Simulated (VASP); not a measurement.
# Ca4AlO (P-6m2) in VASP: further runs, part 2 of 2

VASP 6.6.1. Earlier steps stand in the parts before.

## (3) Single point, PBE

This run uses another cell than the first one, of 35.98 Å³/atom.

The input, INCAR:

```
  PREC = Accurate
  ENCUT = 520
  EDIFF = 1E-6
  ISMEAR = 0
  SIGMA = 0.1
  LREAL = False
  LASPH = True
  NELM = 80
  ALGO = Normal
  ISIF = 2
  LWAVE = False
  LCHARG = False
  GGA = PE
  NBANDS = 34
```

The input, KPOINTS:

```
Automatic mesh
0
Gamma
  3 3 4
```

The input, POSCAR:

```
Ca4AlO
1.0
    8.6722435773     -0.0000000043      0.0000000000
   -4.3361217849      7.5103832479      0.0000000000
    0.0000000000      0.0000000000      3.3145434812
Ca Al O
4 1 1
Direct
    0.3333333333      0.6666666667      0.0000000000
    0.1224633030      0.2449266060      0.5000000000
    0.7550733940      0.8775366970      0.5000000000
    0.1224633030      0.8775366970      0.5000000000
    0.6666666667      0.3333333333      0.0000000000
    0.0000000000      0.0000000000      0.0000000000
```

Potentials or basis: VASP PAW PBE potentials, release 64 (Ca_sv, Al, O).

Launch:

```bash
$ cat potpaw_PBE.64/Ca_sv/POTCAR potpaw_PBE.64/Al/POTCAR potpaw_PBE.64/O/POTCAR > POTCAR
$ mpirun -np 1 vasp_std > vasp.out
```

OUTCAR:

```text
PREC = Accurate
   ENCUT = 520
   EDIFF = 1E-6
   ISMEAR = 0
   LREAL = False
   LASPH = True
   NELM = 80
   ISIF = 2
   GGA = PE

 ion  position               nearest neighbor table
   1  0.333  0.667  0.000-
   2  0.122  0.245  0.500-   6 2.48   6 2.48
   3  0.755  0.878  0.500-   6 2.48   6 2.48
   4  0.122  0.878  0.500-   6 2.48   6 2.48
   5  0.667  0.333  0.000-
   6  0.000  0.000  0.000-   4 2.48   4 2.48   2 2.48   2 2.48   3 2.48   3 2.48

[... 521 lines left out ...]
  -------------------------------------------------------------------------------------
  Total        0.0934286      0.0934286      0.1232267      0.0000000      0.0000000      0.0000000
  in kB        0.6933828      0.6933828      0.9145300      0.0000000      0.0000000      0.0000000
  external PRESSURE =       0.7670985 kB  Pullay stress =       0.0000000 kB

 VOLUME and BASIS-vectors are now :
 -----------------------------------------------------------------------------
  energy-cutoff  :      520.00
  volume of cell :      215.88
      direct lattice vectors                 reciprocal lattice vectors
     8.672243577 -0.000000004  0.000000000     0.115310414  0.066574499  0.000000000
    -4.336121785  7.510383248  0.000000000     0.000000000  0.133148997  0.000000000
     0.000000000  0.000000000  3.314543481     0.000000000  0.000000000  0.301700673

 POSITION                                       TOTAL-FORCE (eV/Angst)
 -----------------------------------------------------------------------------------
      0.00000      5.00692      0.00000         0.000000     -0.000000     -0.000000
      0.00000      1.83949      1.65727         0.000000      0.023582      0.000000
      2.74307      6.59064      1.65727        -0.020423     -0.011791      0.000000
     -2.74307      6.59064      1.65727         0.020423     -0.011791      0.000000
      4.33612      2.50346      0.00000         0.000000     -0.000000     -0.000000
      0.00000      0.00000      0.00000         0.000000     -0.000000     -0.000000
 -----------------------------------------------------------------------------------
    total drift:                                0.000000     -0.000000     -0.000000

  FREE ENERGIE OF THE ION-ELECTRON SYSTEM (eV)
  ---------------------------------------------------
  free  energy   TOTEN  =       -17.9572945150 eV

  energy  without entropy=      -17.9264452216  energy(sigma->0) =      -17.94186987
```

stdout:

```text
POSCAR found type information on POSCAR CaAlO
 POSCAR found :  3 types and       6 ions
 scaLAPACK will be used
 LDA part: xc-table for (Slater+PW92), standard interpolation
 POSCAR, INCAR and KPOINTS ok, starting setup
 FFT: planning ... GRIDC
 FFT: planning ... GRID_SOFT
 FFT: planning ... GRID
 WAVECAR not read
 entering main loop
```

It took 52 s on 1 thread of AMD EPYC 9R45 (Zen 5), shared host; peak memory 0.32 GiB.

What came out:

| Property | Result |
| --- | --- |
| Free energy | -17.9573 eV |
| Pressure | 0.1 GPa |
| Largest force | 0.024 eV/Å |
| Band gap on the k mesh | zero (an odd number of electrons rules out a gap without spin polarisation) |

Forces in eV/Å, atoms in the order of the input:
```
Ca   0.000  0.000  0.000
Ca   0.000  0.024  0.000
Ca  -0.020 -0.012  0.000
Ca   0.020 -0.012  0.000
Al   0.000  0.000  0.000
O    0.000  0.000  0.000
```

Caveat: the k points lie up to 0.47 Å⁻¹ apart, too coarse for converged energies and pressures of a metal; an odd number of electrons without spin polarisation forces a metal; a magnetic or distorted state may lie lower.

## (4) Single point, PBE

This run uses another cell than the first one, of 36.09 Å³/atom.

The input, INCAR:

```
PREC = Accurate
ENCUT = 520
EDIFF = 1E-6
ISMEAR = 0
SIGMA = 0.1
LREAL = F
LASPH = T
NELM = 60
ALGO = Normal
ISIF = 2
LWAVE = F
LCHARG = F
GGA = PE
NBANDS = 34
```

The input, KPOINTS:

```
Automatic mesh
0
Gamma
  3 3 6
```

The input, POSCAR:

```
Ca4AlO
1.0
    8.6911486986      0.0000000000      0.0000000000
   -4.3455743493      7.5267555611      0.0000000000
    0.0000000000      0.0000000000      3.3102468625
Ca Al O
4 1 1
Direct
    0.3333333333      0.6666666667      0.0000000000
    0.1219363975      0.2438727951      0.5000000000
    0.7561272049      0.8780636025      0.5000000000
    0.1219363975      0.8780636025      0.5000000000
    0.6666666667      0.3333333333      0.0000000000
    0.0000000000      0.0000000000      0.0000000000
```

Launch:

```bash
$ cat potpaw_PBE.64/Ca_sv/POTCAR potpaw_PBE.64/Al/POTCAR potpaw_PBE.64/O/POTCAR > POTCAR
$ mpirun -np 1 vasp_std > vasp.out
```

Wall time 93 s (1 thread of AMD EPYC 9R45 (Zen 5), shared host); peak memory 0.37 GiB.

It converged, with:

| Quantity | Value |
| --- | --- |
| Free energy | -17.8913 eV |
| Pressure | 0.1 GPa |
| Largest force | 0.032 eV/Å |
| Band gap on the k mesh | zero (an odd number of electrons rules out a gap without spin polarisation) |

Forces on the atoms (eV/Å):
```
Ca   0.000  0.000  0.000
Ca   0.000  0.032  0.000
Ca  -0.028 -0.016  0.000
Ca   0.028 -0.016  0.000
Al   0.000  0.000  0.000
O    0.000  0.000  0.000
```

Levels at points of the mesh, in eV from the Fermi level:
```tsv
k point	band 22	band 23	band 24	band 25	band 26	band 27
(0.00, 0.00, 0.00)	-2.72	-1.01	-1.01	-0.51	-0.47	-0.47
(0.00, 0.00, 0.50)	-1.02	-0.02	0.21	0.21	0.42	0.42
```

Caveat: an odd number of electrons without spin polarisation forces a metal; a magnetic or distorted state may lie lower.

## (5) Relaxation of cell and atoms, PBE

The input, INCAR:

```
SYSTEM = Ca4AlO
ALGO = Normal
EDIFF = 1E-6
EDIFFG = -0.04
ENCUT = 600
GGA = PE
IBRION = 2
ISIF = 3
ISMEAR = 0
LASPH = .TRUE.
LCHARG = .FALSE.
LREAL = .FALSE.
LWAVE = .FALSE.
NELM = 80
NSW = 90
PREC = Accurate
SIGMA = 0.1
```

The input, KPOINTS:

```
k-points
0
G
  3 3 4
  0 0 0
```

The input, POSCAR:

```
Ca4AlO
1.0
    5.7836273100      0.0000000000      0.0000000000
   -2.8918136500      5.0087681800      0.0000000000
    0.0000000000      0.0000000000      4.3930206700
Ca Al O
4 1 1
Direct
    0.3333333300      0.6666666700      0.0000000000
    0.1676396500      0.3352793100      0.5000000000
    0.6647206900      0.8323603500      0.5000000000
    0.1676396500      0.8323603500      0.5000000000
    0.6666666700      0.3333333300      0.0000000000
    0.0000000000      0.0000000000      0.0000000000
```

Launch:

```bash
$ cat potpaw_PBE.64/Ca_sv/POTCAR potpaw_PBE.64/Al/POTCAR potpaw_PBE.64/O/POTCAR > POTCAR
$ mpirun -np 1 vasp_std > vasp.out
```

Run time: 5.6 min. Hardware: 1 thread of AMD EPYC 9R45 (Zen 5), shared host; peak memory 0.27 GiB.

Results (log left out):

```yaml
Free_energy: -17.4142 eV
Relaxed_volume: 31.38 Å³/atom
Relaxed_cell: a = 7.986 Å, b = 7.986 Å, c = 3.409 Å, α = 90.00°, β = 90.00°, γ = 120.00°
Space_group_after_relaxing_to_0.1_Å: P-6m2 (No. 187)
Energy_gained_by_relaxing: 739.0 meV/atom
Ionic_steps: 13
Pressure_after_relaxing: 0.0 GPa
Band_gap_on_the_k_mesh: zero (an odd number of electrons rules out a gap without spin polarisation)
```

Stress tensor (GPa, compression positive):
```
 0.06  0.00  0.00
 0.00  0.06  0.00
 0.00  0.00 -0.13
```

The path:
| step | energy change (eV) | largest force (eV/Å) | pressure (GPa) | volume (Å³) |
| --- | --- | --- | --- | --- |
| 1 | 0.0000 | 4.0240 | 10.14 | 127.26 |
| 2 | -2.4693 | 0.1584 | 0.93 | 153.35 |
| 3 | -2.5760 | 0.5646 | -0.47 | 161.17 |
| 4 | -3.2133 | 0.0916 | -0.54 | 162.99 |
| 5 | -3.9426 | 1.3273 | 0.95 | 162.49 |
| 6 | -4.2723 | 0.7335 | 1.00 | 169.85 |
| 7 | -4.3381 | 0.4056 | 1.32 | 173.38 |
| 8 | -4.2596 | 0.3536 | 2.45 | 179.92 |
| 9 | -4.3522 | 0.1878 | 1.61 | 175.25 |
| 10 | -4.4317 | 0.0645 | -0.24 | 189.76 |
| 11 | -4.4329 | 0.0805 | -0.05 | 188.06 |
| 12 | -4.4329 | 0.0778 | -0.08 | 188.32 |
| 13 | -4.4339 | 0.0018 | 0.00 | 188.27 |

Final structure:
```
CELL_PARAMETERS angstrom
7.98592 0.00000 0.00000
-3.99296 6.91601 0.00000
0.00000 0.00000 3.40883
ATOMIC_POSITIONS crystal
Ca 0.33333 0.66667 0.00000
Ca 0.12776 0.25552 0.50000
Ca 0.74448 0.87224 0.50000
Ca 0.12776 0.87224 0.50000
Al 0.66667 0.33333 0.00000
O 0.00000 0.00000 0.00000
```

Levels at points of the mesh, in eV from the Fermi level:
```csv
k point,band 22,band 23,band 24,band 25,band 26,band 27,band 28,band 29
"(0.00, 0.00, 0.00)",-2.69,-1.28,-1.28,-0.46,-0.19,-0.19,0.55,0.55
"(0.00, 0.00, 0.50)",-1.39,-0.23,-0.08,-0.08,0.07,0.07,0.46,0.75
```

Caveat: the k points lie up to 0.46 Å⁻¹ apart in the final cell, too coarse for converged energies and pressures of a metal; the volume moved by over 15 % at a fixed basis, so the end points are rough; an odd number of electrons without spin polarisation forces a metal; a magnetic or distorted state may lie lower.

## (6) Overview

```csv
task,cell,k mesh,cutoff (eV),gap on the mesh (eV),pressure (GPa),largest force (eV/Å)
single point,"a = 5.784, b = 5.784, c = 4.393 Å, angles 90.0, 90.0, 120.0°, 6 atoms, atomic positions A",3 × 3 × 4,520,none,10.1,4.02
single point,"a = 8.672, b = 8.672, c = 3.315 Å, angles 90.0, 90.0, 120.0°, 6 atoms, atomic positions B",3 × 3 × 4,520,none,0.1,0.02
single point,"a = 8.691, b = 8.691, c = 3.310 Å, angles 90.0, 90.0, 120.0°, 6 atoms, atomic positions B",3 × 3 × 6,520,none,0.1,0.03
relaxation of cell and atoms,"relaxed from a = 5.784, b = 5.784, c = 4.393 Å, angles 90.0, 90.0, 120.0°, 6 atoms, atomic positions A",3 × 3 × 4,600,none,0.0,-
```

Alike in all rows: level PBE; potentials or basis VASP PAW PBE potentials, release 64 (Ca_sv, Al, O); no spin polarisation; smearing gaussian 0.1 eV.

Caveats: some runs use coarse meshes; an odd number of electrons without spin polarisation forces a metal; a magnetic or distorted state may lie lower; the volume moved by over 15 % at a fixed basis, so the end points are rough (at least some runs).

Absolute energies hang on the potentials; compare differences alone.
